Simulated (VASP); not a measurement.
Wanted: the native input for a VASP 6.6.1 run.

```yaml
Task: single point
Functional: PBE
Potentials_or_basis: VASP PAW PBE potentials, release 64 (Ir)
Cutoff: 520 eV
k_mesh: 6 × 6 × 6
Occupations: gaussian, width 0.1 eV
Spin: no spin polarisation
Dipole_correction: no
Further_INCAR_settings: ALGO = Normal; EDIFF = 1e-06; NBANDS = 16
```

The structure of Ir lies in POSCAR:

```
Ir
1.0
    0.0000000000      2.7859289641      2.7859289641
    2.7859289641      0.0000000000      2.7859289641
    2.7859289641      2.7859289641      0.0000000000
Ir
2
Direct
    0.0000000000      0.0000000000      0.0000000000
    0.2500000000      0.2500000000      0.2500000000
```

This isn't the form of Ir at room conditions, which is fcc.

The input as run:

INCAR

```
SYSTEM = Ir
PREC     = Accurate       ! precision mode
ENCUT    = 520            ! plane-wave cutoff, eV
EDIFF    = 1E-6           ! SCF threshold, eV
ISMEAR   = 0              ! smearing method
SIGMA    = 0.1            ! smearing width, eV
LREAL    = .False.        ! projectors in reciprocal space
LASPH    = .True.         ! aspherical terms in the spheres
NELM     = 80             ! most SCF steps
ALGO     = Normal         ! electronic algorithm
ISIF     = 2              ! what is computed and relaxed
LWAVE    = .False.        ! write WAVECAR
LCHARG   = .True.         ! write CHGCAR
GGA      = PE             ! functional
LELF     = .True.         ! ELF
LVHAR    = .True.       
NBANDS   = 16             ! bands
```

KPOINTS

```
Automatic mesh
0
Gamma
  6 6 6
  0 0 0
```

Potentials or basis: VASP PAW PBE potentials, release 64 (Ir).

Command:

```console
$ cat potpaw_PBE.64/Ir/POTCAR > POTCAR
$ mpirun -np 1 vasp_std > vasp.out
```

Results of the run:

| Item | Value |
| --- | --- |
| Pressure | -0.3 GPa |
| Band gap on the k mesh | zero (bands 9 and 10 overlap by 1.31 eV) |

Caveat: spin-orbit coupling is left out, which moves the levels of the heavy elements.

It took 14 s on 1 thread of Intel Xeon 8259CL (shared host), peak memory 0.17 GiB.
